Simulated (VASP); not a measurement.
# Cd3SeS2 (I-4m2) in VASP: single point with PBEsol

Aim: the single point of Cd3SeS2 with PBEsol.

Everything below comes from runs of VASP 6.6.1. Logs are shortened: lines on timing, memory, paths and dates and some standing lists are left out, and cuts for length are marked.

**1. The cell of the first run**

The structure is tetragonal, space group I-4m2 (No. 119). The conventional cell has a = 4.255 Å, b = 4.255 Å, c = 18.031 Å, α = 90.00°, β = 90.00°, γ = 90.00°. Within 3.4 Å of Cd (site symmetry 2mm) lie 2 S at 2.58 Å and 2 Se at 2.66 Å. Within 3.4 Å of Cd (site symmetry -4m2) lie 4 S at 2.58 Å. Se (site symmetry -4m2) has 4 Cd at 2.66 Å within 3.5 Å. Within 3.4 Å of S (site symmetry 2mm) lie 4 Cd at 2.58 Å.

**2. Single point, PBEsol**

Input file INCAR:

```
SYSTEM = Cd3SeS2
PREC = Accurate
ENCUT = 520
EDIFF = 1E-6
ISMEAR = 0
SIGMA = 0.02
LREAL = .False.
LASPH = .True.
NELM = 100
ALGO = Normal
ISIF = 2
LWAVE = .False.
LCHARG = .False.
GGA = PS
NBANDS = 36
```

Input file KPOINTS:

```
regular mesh
0
Gamma
  10 10 10
  0 0 0
```

Input file POSCAR:

```
Cd3SeS2
1.0
   -2.1275830000      2.1275830000      9.0157309000
    2.1275830000     -2.1275830000      9.0157309000
    2.1275830000      2.1275830000     -9.0157309000
Cd Se S
3 1 2
Direct
    0.8388770000      0.8388770000      0.0000000000
    0.5000000000      0.5000000000      0.0000000000
    0.1611230000      0.1611230000      0.0000000000
    0.2500000000      0.7500000000      0.5000000000
    0.5804510000      0.0804510000      0.5000000000
    0.9195490000      0.4195490000      0.5000000000
```

Potentials or basis: VASP PAW PBE potentials, release 64 (Cd, Se, S).

Command:

```bash
$ cat potpaw_PBE.64/Cd/POTCAR potpaw_PBE.64/Se/POTCAR potpaw_PBE.64/S/POTCAR > POTCAR
$ mpirun -np 1 vasp_std > vasp.out
```

OUTCAR:

```text
SYSTEM = Cd3SeS2
   PREC = Accurate
   ENCUT = 520
   EDIFF = 1E-6
   ISMEAR = 0
   LREAL = .False.
   LASPH = .True.
   NELM = 100
   ISIF = 2
   GGA = PS

 ion  position               nearest neighbor table
   1  0.839  0.839  0.000-   6 2.58   6 2.58   4 2.66   4 2.66
   2  0.500  0.500  0.000-   6 2.58   5 2.58   5 2.58   6 2.58
   3  0.161  0.161  0.000-   5 2.58   5 2.58   4 2.66   4 2.66
   4  0.250  0.750  0.500-   1 2.66   3 2.66   1 2.66   3 2.66
   5  0.580  0.080  0.500-   2 2.58   2 2.58   3 2.58   3 2.58
   6  0.920  0.420  0.500-   2 2.58   2 2.58   1 2.58   1 2.58

  LATTYP: Found a body centered tetragonal cell.
 ALAT       =     4.2551660000
 C/A-ratio  =     4.2375460323

  Lattice vectors:

 A1 = (  -2.1275830000,   2.1275830000,   9.0157309000)
 A2 = (   2.1275830000,  -2.1275830000,   9.0157309000)
 A3 = (   2.1275830000,   2.1275830000,  -9.0157309000)

Analysis of symmetry for initial positions (statically):
=====================================================================
 Subroutine PRICEL returns:
 Original cell was already a primitive cell.

 Routine SETGRP: Setting up the symmetry group for a
 body centered tetragonal supercell.

 Subroutine GETGRP returns: Found  8 space group operations
 (whereof  8 operations were pure point group operations)
 out of a pool of 16 trial point group operations.

The static configuration has the point symmetry D_2d.

Analysis of symmetry for dynamics (positions and initial velocities):
=====================================================================
 Subroutine PRICEL returns:
 Original cell was already a primitive cell.

 Routine SETGRP: Setting up the symmetry group for a
 body centered tetragonal supercell.

 Subroutine GETGRP returns: Found  8 space group operations
 (whereof  8 operations were pure point group operations)
 out of a pool of 16 trial point group operations.

The dynamic configuration has the point symmetry D_2d.

 Subroutine INISYM returns: Found  8 space group operations
 (whereof  8 operations are pure point group operations),
 and found     1 'primitive' translations

----------------------------------------------------------------------------------------

                                     Primitive cell

  volume of cell :     163.2428

  direct lattice vectors                    reciprocal lattice vectors
    -2.127583000  2.127583000  9.015730900     0.000000000  0.235008458  0.055458621
     2.127583000 -2.127583000  9.015730900     0.235008458  0.000000000  0.055458621
     2.127583000  2.127583000 -9.015730900     0.235008458  0.235008458  0.000000000

  length of vectors
     9.504557986  9.504557986  9.504557986     0.241463525  0.241463525  0.332352149

  position of ions in fractional coordinates (direct lattice)
     0.838877000  0.838877000  0.000000000
     0.500000000  0.500000000  0.000000000
     0.161123000  0.161123000  0.000000000
     0.250000000  0.750000000  0.500000000
     0.580451000  0.080451000  0.500000000
     0.919549000  0.419549000  0.500000000

  ion indices of the primitive-cell ions
   primitive index   ion index
                 1           1
                 2           2
                 3           3
                 4           4
                 5           5
                 6           6

----------------------------------------------------------------------------------------

 KPOINTS: regular mesh

Automatic generation of k-mesh.
 Grid dimensions read from file:
 generate k-points for:   10   10   10

 Generating k-lattice:

  Cartesian coordinates                     Fractional coordinates (reciprocal lattice)
     0.000000000  0.023500846  0.005545862     0.100000000 -0.000000000  0.000000000
     0.023500846  0.000000000  0.005545862    -0.000000000  0.100000000  0.000000000
     0.023500846  0.023500846  0.000000000     0.000000000  0.000000000  0.100000000

  Length of vectors
     0.024146353  0.024146353  0.033235215

  Shift w.r.t. Gamma in fractional coordinates (k-lattice)
     0.000000000  0.000000000  0.000000000

 Subroutine IBZKPT returns following result:
 ===========================================

 Found    102 irreducible k-points:

 Following reciprocal coordinates:
            Coordinates               Weight
  0.000000  0.000000  0.000000      1.000000
  0.100000  0.000000 -0.000000      8.000000
  0.200000  0.000000 -0.000000      8.000000
  0.300000  0.000000  0.000000      8.000000
  0.400000  0.000000  0.000000      8.000000
  0.500000 -0.000000  0.000000      4.000000
[... 16 lines left out ...]
  0.300000  0.300000 -0.000000      8.000000
  0.400000  0.300000  0.000000     16.000000
 [... further k-points ...]
   k-points           NKPTS =    102   k-points in BZ     NKDIM =    102   number of bands    NBANDS=     36
   number of dos      NEDOS =    301   number of ions     NIONS =      6
   total plane-waves  NPLWV = 373248
   dimension x,y,z NGX =    72 NGY =   72 NGZ =   72
   dimension x,y,z NGXF=   144 NGYF=  144 NGZF=  144
   ions per type =               3   1   2
   NGX,Y,Z   is equivalent  to a cutoff of  12.59, 12.59, 12.59 a.u.
   NGXF,Y,Z  is equivalent  to a cutoff of  25.19, 25.19, 25.19 a.u.
 SYSTEM =  Cd3SeS2
   PREC   = accura    normal or accurate (medium, high low for compatibility)
   ISTART =      0    job   : 0-new  1-cont  2-samecut
   ICHARG =      2    charge: 1-file 2-atom 10-const
   ISPIN  =      1    spin polarized calculation?
   LNONCOLLINEAR =      F non collinear calculations
   LSORBIT =      F    spin-orbit coupling
   LASPH  =      T    aspherical Exc in radial PAW
   ENCUT  =  520.0 eV  38.22 Ry    6.18 a.u.  17.67 17.67 17.67*2*pi/ulx,y,z
   NELM   =    100;   NELMIN=  2; NELMDL= -5     # of ELM steps
   EDIFF  = 0.1E-05   stopping-criterion for ELM
   LREAL  =      F    real-space projection
   EDIFFG = 0.1E-04   stopping-criterion for IOM
   NSW    =      0    number of steps for IOM
   IBRION =     -1    ionic relax: 0-MD 1-quasi-New 2-CG
   NFREE  =      0    steps in history (QN), initial steepest desc. (CG)
   ISIF   =      2    stress and relaxation
   ISYM   =      2    0-nonsym 1-usesym 2-fastsym
   POTIM  = 0.5000    time-step for ionic-motion
   TEBEG  =    0.0;   TEEND  =   0.0 temperature during run
   PSTRESS=    0.0 pullay stress
   NELECT =      54.0000    total number of electrons
   NUPDOWN=      -1.0000    fix difference up-down
   EMIN   =  10.00;   EMAX   =-10.00  energy-range for DOS
   EFERMI =   0.00;   METHOD = LEGACY
   ISMEAR =     0;   SIGMA  =   0.02  broadening in eV -4-tet -1-fermi 0-gaus
   EFERMI_NEDOS =   21; number of points for ismear=-14 and -15
   IALGO  =     38    algorithm
   IMIX   =      4    mixing-type and parameters
     AMIX     =   0.40;   BMIX     =  1.00
     AMIX_MAG =   1.60;   BMIX_MAG =  1.00
  volume/ion in A,a.u.               =      27.21       183.60
  Fermi-wavevector in a.u.,A,eV,Ry     =   1.132213  2.139572 17.441391  1.281906
  Thomas-Fermi vector in A             =   2.268914
   LORBIT       =      0    0 simple, 1 ext, 2 COOP (PROOUT), +10 PAW based schemes
   GGA     = PS    functional components
   LHFCALC =     F    Hartree Fock is set to
   AEXX    =    0.0000 exact exchange contribution
   IVDW    =     0    specifies the selected vdW correction
   LEPSILON=     F    determine dielectric tensor
   LRPA    =     F    only Hartree local field effects (RPA)
 non-spin polarized calculation
 Gauss-broadening in eV      SIGMA  =   0.02
  energy-cutoff  :      520.00
  volume of cell :      163.24
 maximum number of plane-waves:      4416
   NGX = 35   NGY = 35   NGZ = 35

 number of electron      54.0000000 magnetization

 Free energy of the ion-electron system (eV)
  ---------------------------------------------------
  ext. energy  EPLUGINS =         0.00000000
  ---------------------------------------------------
  free energy    TOTEN  =       -19.71978629 eV

  energy without entropy =      -19.71978629  energy(sigma->0) =      -19.71978629

 E-fermi :   0.8423     XC(G=0):  -9.0556

 val. band max:        0.7083590130   @ k =   0.0000   0.0000   0.0000
 cond. band min:       1.3798472206   @ k =   0.0000   0.0000   0.0000
 fundamental gap:      0.6714882076
 Fermi energy:         0.8423435250

 k-point     1 :       0.0000    0.0000    0.0000
  band No.  band energies     occupation
      1     -11.5132      2.00000
      2     -11.1713      2.00000
      3     -11.1046      2.00000
      4      -6.9637      2.00000
      5      -6.9637      2.00000
      6      -6.9588      2.00000
[... 28 lines left out ...]
     35       6.9268      0.00000
     36       8.6898      0.00000

 k-point     2 :       0.1000    0.0000   -0.0000
  band No.  band energies     occupation
      1     -11.4883      2.00000
      2     -11.1714      2.00000
      3     -11.0939      2.00000
      4      -6.9569      2.00000
      5      -6.9488      2.00000
      6      -6.9429      2.00000
[... 28 lines left out ...]
     35       7.0586      0.00000
     36       8.1257      0.00000

 k-point     3 :       0.2000    0.0000   -0.0000
  band No.  band energies     occupation
      1     -11.4198      2.00000
      2     -11.1664      2.00000
      3     -11.0735      2.00000
      4      -6.9378      2.00000
      5      -6.9199      2.00000
      6      -6.8813      2.00000
[... 28 lines left out ...]
     35       7.3008      0.00000
     36       7.6330      0.00000
[... 742 lines left out ...]
 k-point    23 :       0.3000    0.3000   -0.0000
  band No.  band energies     occupation
      1     -11.1843      2.00000
      2     -11.1046      2.00000
      3     -11.0158      2.00000
      4      -6.8346      2.00000
      5      -6.8267      2.00000
      6      -6.8124      2.00000
[... 28 lines left out ...]
     35       7.6090      0.00000
     36       7.9164      0.00000

 k-point    24 :       0.4000    0.3000    0.0000
  band No.  band energies     occupation
      1     -11.1299      2.00000
      2     -11.0664      2.00000
      3     -11.0165      2.00000
      4      -6.8222      2.00000
      5      -6.8067      2.00000
      6      -6.7977      2.00000
[... 28 lines left out ...]
     35       7.7066      0.00000
     36       8.2312      0.00000

 [... further k-points ...]
[... 5 lines left out ...]
  --------------------------------------------------------------------------------------
  -------------------------------------------------------------------------------------
  Total       -2.4912584     -2.4912584     -2.4749721      0.0000000      0.0000000      0.0000000
  in kB      -24.4509310    -24.4509310    -24.2910865      0.0000000      0.0000000      0.0000000
  external PRESSURE =     -24.3976495 kB  Pullay stress =       0.0000000 kB

 VOLUME and BASIS-vectors are now :
 -----------------------------------------------------------------------------
  energy-cutoff  :      520.00
  volume of cell :      163.24
      direct lattice vectors                 reciprocal lattice vectors
    -2.127583000  2.127583000  9.015730900     0.000000000  0.235008458  0.055458621
     2.127583000 -2.127583000  9.015730900     0.235008458  0.000000000  0.055458621
     2.127583000  2.127583000 -9.015730900     0.235008458  0.235008458  0.000000000

 POSITION                                       TOTAL-FORCE (eV/Angst)
 -----------------------------------------------------------------------------------
      0.00000      0.00000     15.12618        -0.000000      0.000000     -0.007403
      0.00000      0.00000      9.01573        -0.000000      0.000000      0.000000
      0.00000      0.00000      2.90528        -0.000000      0.000000      0.007403
      2.12758     -0.00000      4.50787        -0.000000      0.000000      0.000000
     -0.00000      2.12758      1.45065         0.000000     -0.000000      0.002123
      0.00000      2.12758      7.56508         0.000000     -0.000000     -0.002123
 -----------------------------------------------------------------------------------
    total drift:                                0.000001     -0.000001     -0.000000

  FREE ENERGIE OF THE ION-ELECTRON SYSTEM (eV)
  ---------------------------------------------------
  free  energy   TOTEN  =       -19.7197862876 eV

  energy  without entropy=      -19.7197862876  energy(sigma->0) =      -19.71978629
```

Wall time 29 min (1 thread of Intel Xeon Platinum 8488C (Sapphire Rapids), shared host); peak memory 1.1 GiB.

Results:

```yaml
Free_energy: -19.7198 eV
Pressure: -2.4 GPa
Largest_force: 0.007 eV/Å
Band_gap_on_the_k_mesh: 0.67 eV
```

Forces in eV/Å, atoms in the order of the input:
```
Cd   0.000  0.000 -0.007
Cd   0.000  0.000  0.000
Cd   0.000  0.000  0.007
Se   0.000  0.000  0.000
S    0.000  0.000  0.002
S    0.000  0.000 -0.002
```

Caveat: semilocal functionals underestimate gaps, and a narrow one can read as zero; the PAW data sets were made with another functional, which shifts forces and pressure a little.
